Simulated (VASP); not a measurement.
Set up this calculation in VASP 6.6.1, as the native input.

| Item | Value |
| --- | --- |
| Task | single point |
| Functional | LDA |
| Potentials or basis | VASP PAW LDA potentials, release 64 (Y_sv) |
| Cutoff | 520 eV |
| k mesh | 12 × 12 × 6 |
| Occupations | fermi-dirac, width 0.15 eV |
| Spin | no spin polarisation |
| Dipole correction | no |
| Further INCAR settings | ALGO = Fast; EDIFF = 1e-06; NBANDS = 18 |

The structure of Y lies in POSCAR:

```
Y
1.0
    3.5382468491      0.0000000028      0.0000000000
   -1.7691234270      3.0642116548      0.0000000000
    0.0000000000      0.0000000000      5.5492546514
Y
2
Direct
    0.3333333333      0.6666666667      0.2500000000
    0.6666666667      0.3333333333      0.7500000000
```

One way to write it, as run:

INCAR

```
PREC     = Accurate       # precision mode
ENCUT    = 520            # plane-wave cutoff, eV
EDIFF    = 1E-6           # SCF threshold, eV
ISMEAR   = -1             # smearing method
SIGMA    = 0.15           # smearing width, eV
LREAL    = False          # projectors in reciprocal space
LASPH    = True           # aspherical terms in the spheres
NELM     = 100            # most SCF steps
ALGO     = Fast           # electronic algorithm
ISIF     = 2              # what is computed and relaxed
LWAVE    = False          # write WAVECAR
LCHARG   = True           # write CHGCAR
GGA      = CA             # functional
LELF     = True           # ELF
LVHAR    = True         
NBANDS   = 18             # bands
```

KPOINTS

```
Automatic mesh
0
Gamma
  12 12 6
```

Potentials or basis: VASP PAW LDA potentials, release 64 (Y_sv).

Command:

```console
$ cat potpaw_LDA.64/Y_sv/POTCAR > POTCAR
$ mpirun -np 1 vasp_std > vasp.out
```

It gave:

| Quantity | Value |
| --- | --- |
| Pressure | -0.1 GPa |
| Band gap on the k mesh | zero (bands 11 and 12 overlap by 1.66 eV) |

Wall time 3 min on 1 thread of AMD EPYC 7R13, with other jobs on the host, peak memory 0.19 GiB.
